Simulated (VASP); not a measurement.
# HfZn (P4mm) in VASP: further runs

HfZn is run at these levels: LDA; tasks: single point.

All numbers are computed with VASP 6.6.1; they aren't measurements. Logs are shortened: lines on timing, memory, paths and dates and some standing lists are left out, and cuts for length are marked.

## (1) The cell of the first run

It takes space group P4mm (No. 99, tetragonal). Conventional cell: a = 3.275 Å, b = 3.275 Å, c = 3.275 Å, α = 90.00°, β = 90.00°, γ = 90.00°. Within 3.7 Å of Hf (site symmetry 4mm) lie 8 Zn at 2.78 to 2.90 Å and 6 Hf at 3.28 Å. Zn (site symmetry 4mm) has 8 Hf at 2.78 to 2.90 Å and 6 Zn at 3.28 Å within 3.7 Å.

## (2) Single point, LDA

INCAR reads:

```
SYSTEM = HfZn
PREC = Accurate
ENCUT = 520
EDIFF = 1E-6
ISMEAR = 0
SIGMA = 0.15
LREAL = .False.
LASPH = .True.
NELM = 80
ALGO = Fast
ISIF = 2
LWAVE = .False.
LCHARG = .False.
NBANDS = 18
```

KPOINTS reads:

```
Automatic mesh
0
Gamma
  14 14 14
  0 0 0
```

POSCAR reads:

```
HfZn
1.0
    3.2751048400      0.0000000000      0.0000000000
    0.0000000000      3.2751048400      0.0000000000
    0.0000000000      0.0000000000      3.2751048400
Hf Zn
1 1
Direct
    0.5305333737      0.5000000000      0.5000000000
    0.0000000000      0.0000000000      0.0000000000
```

Potentials or basis: VASP PAW LDA potentials, release 64 (Hf_pv, Zn).

Run with:

```console
cat potpaw_LDA.64/Hf_pv/POTCAR potpaw_LDA.64/Zn/POTCAR > POTCAR
mpirun -np 1 vasp_std > vasp.out
```

OUTCAR:

```text
SYSTEM = HfZn
   PREC = Accurate
   ENCUT = 520
   EDIFF = 1E-6
   ISMEAR = 0
   LREAL = .False.
   LASPH = .True.
   NELM = 80
   ISIF = 2

 ion  position               nearest neighbor table
   1  0.531  0.500  0.500-   2 2.78   2 2.78   2 2.78   2 2.78   2 2.90   2 2.90   2 2.90   2 2.90

   2  0.000  0.000  0.000-   1 2.78   1 2.78   1 2.78   1 2.78   1 2.90   1 2.90   1 2.90   1 2.90

  LATTYP: Found a simple cubic cell.
 ALAT       =     3.2751048400

  Lattice vectors:

 A1 = (   3.2751048400,   0.0000000000,   0.0000000000)
 A2 = (   0.0000000000,   3.2751048400,   0.0000000000)
 A3 = (   0.0000000000,   0.0000000000,   3.2751048400)

Analysis of symmetry for initial positions (statically):
=====================================================================
 Subroutine PRICEL returns:
 Original cell was already a primitive cell.

 Routine SETGRP: Setting up the symmetry group for a
 simple cubic supercell.

 Subroutine GETGRP returns: Found  8 space group operations
 (whereof  8 operations were pure point group operations)
 out of a pool of 48 trial point group operations.

The static configuration has the point symmetry C_4v.

Analysis of symmetry for dynamics (positions and initial velocities):
=====================================================================
 Subroutine PRICEL returns:
 Original cell was already a primitive cell.

 Routine SETGRP: Setting up the symmetry group for a
 simple cubic supercell.

 Subroutine GETGRP returns: Found  8 space group operations
 (whereof  8 operations were pure point group operations)
 out of a pool of 48 trial point group operations.

The dynamic configuration has the point symmetry C_4v.

 Subroutine INISYM returns: Found  8 space group operations
 (whereof  8 operations are pure point group operations),
 and found     1 'primitive' translations

----------------------------------------------------------------------------------------

                                     Primitive cell

  volume of cell :      35.1298

  direct lattice vectors                    reciprocal lattice vectors
     3.275104840  0.000000000  0.000000000     0.305333737  0.000000000  0.000000000
     0.000000000  3.275104840  0.000000000     0.000000000  0.305333737  0.000000000
     0.000000000  0.000000000  3.275104840     0.000000000  0.000000000  0.305333737

  length of vectors
     3.275104840  3.275104840  3.275104840     0.305333737  0.305333737  0.305333737

  position of ions in fractional coordinates (direct lattice)
     0.530533374  0.500000000  0.500000000
     0.000000000  0.000000000  0.000000000

  ion indices of the primitive-cell ions
   primitive index   ion index
                 1           1
                 2           2

----------------------------------------------------------------------------------------

 KPOINTS: Automatic mesh

Automatic generation of k-mesh.
 Grid dimensions read from file:
 generate k-points for:   14   14   14

 Generating k-lattice:

  Cartesian coordinates                     Fractional coordinates (reciprocal lattice)
     0.021809553  0.000000000  0.000000000     0.071428571  0.000000000  0.000000000
     0.000000000  0.021809553  0.000000000     0.000000000  0.071428571  0.000000000
     0.000000000  0.000000000  0.021809553     0.000000000  0.000000000  0.071428571

  Length of vectors
     0.021809553  0.021809553  0.021809553

  Shift w.r.t. Gamma in fractional coordinates (k-lattice)
     0.000000000  0.000000000  0.000000000

 Subroutine IBZKPT returns following result:
 ===========================================

 Found    288 irreducible k-points:

 Following reciprocal coordinates:
            Coordinates               Weight
  0.000000  0.000000  0.000000      1.000000
  0.071429  0.000000  0.000000      2.000000
  0.000000  0.071429  0.000000      4.000000
  0.142857  0.000000  0.000000      2.000000
  0.000000  0.142857  0.000000      4.000000
  0.214286  0.000000  0.000000      2.000000
[... 16 lines left out ...]
  0.071429  0.000000  0.214286      8.000000
  0.285714  0.071429  0.000000      8.000000
 [... further k-points ...]
   k-points           NKPTS =    288   k-points in BZ     NKDIM =    288   number of bands    NBANDS=     18
   number of dos      NEDOS =    301   number of ions     NIONS =      2
   total plane-waves  NPLWV =  13824
   dimension x,y,z NGX =    24 NGY =   24 NGZ =   24
   dimension x,y,z NGXF=    48 NGYF=   48 NGZF=   48
   ions per type =               1   1
   NGX,Y,Z   is equivalent  to a cutoff of  12.18, 12.18, 12.18 a.u.
   NGXF,Y,Z  is equivalent  to a cutoff of  24.37, 24.37, 24.37 a.u.
 SYSTEM =  HfZn
   PREC   = accura    normal or accurate (medium, high low for compatibility)
   ISTART =      0    job   : 0-new  1-cont  2-samecut
   ICHARG =      2    charge: 1-file 2-atom 10-const
   ISPIN  =      1    spin polarized calculation?
   LNONCOLLINEAR =      F non collinear calculations
   LSORBIT =      F    spin-orbit coupling
   LASPH  =      T    aspherical Exc in radial PAW
   ENCUT  =  520.0 eV  38.22 Ry    6.18 a.u.   6.09  6.09  6.09*2*pi/ulx,y,z
   NELM   =     80;   NELMIN=  2; NELMDL= -5     # of ELM steps
   EDIFF  = 0.1E-05   stopping-criterion for ELM
   LREAL  =      F    real-space projection
   EDIFFG = 0.1E-04   stopping-criterion for IOM
   NSW    =      0    number of steps for IOM
   IBRION =     -1    ionic relax: 0-MD 1-quasi-New 2-CG
   NFREE  =      0    steps in history (QN), initial steepest desc. (CG)
   ISIF   =      2    stress and relaxation
   ISYM   =      2    0-nonsym 1-usesym 2-fastsym
   POTIM  = 0.5000    time-step for ionic-motion
   TEBEG  =    0.0;   TEEND  =   0.0 temperature during run
   PSTRESS=    0.0 pullay stress
   NELECT =      22.0000    total number of electrons
   NUPDOWN=      -1.0000    fix difference up-down
   EMIN   =  10.00;   EMAX   =-10.00  energy-range for DOS
   EFERMI =   0.00;   METHOD = LEGACY
   ISMEAR =     0;   SIGMA  =   0.15  broadening in eV -4-tet -1-fermi 0-gaus
   EFERMI_NEDOS =   21; number of points for ismear=-14 and -15
   IALGO  =     68    algorithm
   IMIX   =      4    mixing-type and parameters
     AMIX     =   0.40;   BMIX     =  1.00
     AMIX_MAG =   1.60;   BMIX_MAG =  1.00
  volume/ion in A,a.u.               =      17.56       118.53
  Fermi-wavevector in a.u.,A,eV,Ry     =   1.400631  2.646810 26.691477  1.961768
  Thomas-Fermi vector in A             =   2.523573
   LORBIT       =      0    0 simple, 1 ext, 2 COOP (PROOUT), +10 PAW based schemes
   GGA     = CA    functional components
   LHFCALC =     F    Hartree Fock is set to
   AEXX    =    0.0000 exact exchange contribution
   IVDW    =     0    specifies the selected vdW correction
   LEPSILON=     F    determine dielectric tensor
   LRPA    =     F    only Hartree local field effects (RPA)
 non-spin polarized calculation
 RMM-DIIS sequential band-by-band and
 Gauss-broadening in eV      SIGMA  =   0.15
  energy-cutoff  :      520.00
  volume of cell :       35.13
 maximum number of plane-waves:       968
   NGX = 13   NGY = 13   NGZ = 13

 number of electron      21.9999986 magnetization

 Free energy of the ion-electron system (eV)
  ---------------------------------------------------
  ext. energy  EPLUGINS =         0.00000000
  ---------------------------------------------------
  free energy    TOTEN  =       -12.98733938 eV

  energy without entropy =      -12.98175126  energy(sigma->0) =      -12.98454532

 E-fermi :   4.3095     XC(G=0): -11.9852

 val. band max:        4.2966582660   @ k =   0.4286   0.0714   0.5000
 cond. band min:       4.3259387463   @ k =   0.5000   0.4286   0.0000
 fundamental gap:      0.0292804803
 Fermi energy:         4.3095259642

 k-point     1 :       0.0000    0.0000    0.0000
  band No.  band energies     occupation
      1     -26.1057      2.00000
      2     -26.1045      2.00000
      3     -26.1045      2.00000
      4      -4.6230      2.00000
      5      -3.3100      2.00000
      6      -3.3019      2.00000
[... 10 lines left out ...]
     17       9.8867      0.00000
     18      14.7894      0.00000

 k-point     2 :       0.0714    0.0000    0.0000
  band No.  band energies     occupation
      1     -26.1229      2.00000
      2     -26.1031      2.00000
      3     -26.1031      2.00000
      4      -4.5281      2.00000
      5      -3.3023      2.00000
      6      -3.2846      2.00000
[... 10 lines left out ...]
     17      10.3752      0.00000
     18      15.1890      0.00000

 k-point     3 :       0.0000    0.0714    0.0000
  band No.  band energies     occupation
      1     -26.1218      2.00000
      2     -26.1043      2.00000
      3     -26.1031      2.00000
      4      -4.5278      2.00000
      5      -3.2980      2.00000
      6      -3.2890      2.00000
[... 10 lines left out ...]
     17      10.4293      0.00000
     18      15.1753      0.00000

 k-point     4 :       0.1429    0.0000    0.0000
  band No.  band energies     occupation
      1     -26.1709      2.00000
      2     -26.0991      2.00000
      3     -26.0991      2.00000
      4      -4.2490      2.00000
      5      -3.2807      2.00000
      6      -3.2351      2.00000
[... 375 lines left out ...]
      4      -3.7278      2.00000
      5      -3.2338      2.00000
      6      -3.1536      2.00000
[... 10 lines left out ...]
     17      12.6377      0.00000
     18      15.8321      0.00000

 k-point    23 :       0.0714    0.0000    0.2143
  band No.  band energies     occupation
      1     -26.2368      2.00000
      2     -26.1114      2.00000
      3     -26.0920      2.00000
      4      -3.7278      2.00000
      5      -3.2345      2.00000
      6      -3.1531      2.00000
[... 10 lines left out ...]
     17      12.6200      0.00000
     18      15.8490      0.00000

 k-point    24 :       0.2857    0.0714    0.0000
  band No.  band energies     occupation
      1     -26.3125      2.00000
      2     -26.1037      2.00000
      3     -26.0856      2.00000
      4      -3.2742      2.00000
      5      -3.2026      2.00000
      6      -3.0394      2.00000
[... 10 lines left out ...]
     17      13.6373      0.00000
     18      15.0249      0.00000

 [... further k-points ...]
[... 5 lines left out ...]
  --------------------------------------------------------------------------------------
  -------------------------------------------------------------------------------------
  Total       -1.2827155     -1.2282921     -1.2282921      0.0000000      0.0000000     -0.0000000
  in kB      -58.5012732    -56.0191642    -56.0191642      0.0000000      0.0000000     -0.0000000
  external PRESSURE =     -56.8465339 kB  Pullay stress =       0.0000000 kB

 VOLUME and BASIS-vectors are now :
 -----------------------------------------------------------------------------
  energy-cutoff  :      520.00
  volume of cell :       35.13
      direct lattice vectors                 reciprocal lattice vectors
     3.275104840  0.000000000  0.000000000     0.305333737  0.000000000  0.000000000
     0.000000000  3.275104840  0.000000000     0.000000000  0.305333737  0.000000000
     0.000000000  0.000000000  3.275104840     0.000000000  0.000000000  0.305333737

 POSITION                                       TOTAL-FORCE (eV/Angst)
 -----------------------------------------------------------------------------------
      1.73755      1.63755      1.63755        -0.420367     -0.000000      0.000000
      0.00000      0.00000      0.00000         0.420367      0.000000     -0.000000
 -----------------------------------------------------------------------------------
    total drift:                                0.000127      0.000000      0.000000

  FREE ENERGIE OF THE ION-ELECTRON SYSTEM (eV)
  ---------------------------------------------------
  free  energy   TOTEN  =       -12.9873393789 eV

  energy  without entropy=      -12.9817512593  energy(sigma->0) =      -12.98454532
```

Run time: 2.3 min. Hardware: 1 thread of Intel Xeon 8259CL, shared host; peak memory 0.28 GiB.

Results:

```
Free energy            : -12.9873 eV
Pressure               : -5.7 GPa
Largest force          : 0.420 eV/Å
Band gap on the k mesh : zero (bands 11 and 12 overlap by 0.71 eV)
```

Forces on the atoms (eV/Å):
```
Hf  -0.420  0.000  0.000
Zn   0.420  0.000  0.000
```

Caveat: the cell differs from its parent crystal (all Hf atoms moved -0.100 Å, as atom 1 towards its neighbour atom 1 (Hf) at 3.275 Å); the cell stands under tension; spin-orbit coupling is left out, which moves the levels of the heavy elements.

## (3) Single point, LDA

INCAR reads:

```
PREC = Accurate
ENCUT = 520
EDIFF = 1E-7
ISMEAR = 0
SIGMA = 0.15
LREAL = False
LASPH = True
NELM = 60
ALGO = Fast
ISIF = 2
LWAVE = False
LCHARG = False
NBANDS = 18
```

KPOINTS reads:

```
Automatic mesh
0
Gamma
  14 14 14
```

Edit POSCAR of step 2 so:

```diff
@@ -8,3 +8,3 @@
 Direct
-    0.5305333737      0.5000000000      0.5000000000
+    0.4847333131      0.5000000000      0.5000000000
     0.0000000000      0.0000000000      0.0000000000
```

Potentials or basis: VASP PAW LDA potentials, release 64 (Hf_pv, Zn).

Run with:

```console
cat potpaw_LDA.64/Hf_pv/POTCAR potpaw_LDA.64/Zn/POTCAR > POTCAR
mpirun -np 1 vasp_std > vasp.out
```

Run time: 2.5 min. Hardware: 1 thread of Intel Xeon 8259CL, shared host; peak memory 0.29 GiB.

The run converged. Its results:

- Free energy: -13.0030 eV
- Pressure: -6.0 GPa
- Largest force: 0.209 eV/Å
- Band gap on the k mesh: zero (bands 11 and 12 overlap by 0.70 eV)

Forces in eV/Å, atoms in the order of the input:
```
Hf   0.209  0.000  0.000
Zn  -0.209  0.000  0.000
```

Levels at points of the mesh, in eV from the Fermi level:
```
           k point  band 9  band 10  band 11  band 12  band 13  band 14
(0.00, 0.00, 0.00)   -7.24    -0.83    -0.82     4.17     4.17     4.17
(0.50, 0.00, 0.00)   -5.09    -4.57    -0.52     0.89     0.89     4.25
(0.00, 0.50, 0.00)   -5.08    -4.58    -0.52     0.88     0.89     4.26
(0.50, 0.50, 0.00)   -4.57    -0.83    -0.57    -0.52     2.49     2.50
(0.00, 0.50, 0.50)   -4.58    -0.79    -0.57    -0.57     2.50     2.50
(0.50, 0.50, 0.50)   -2.88    -2.87    -2.87     0.45     5.69     5.69
```

Caveat: the cell differs from its parent crystal (all Hf atoms moved +0.050 Å, as atom 1 towards its neighbour atom 1 (Hf) at 3.275 Å); the cell stands under tension; spin-orbit coupling is left out, which moves the levels of the heavy elements.
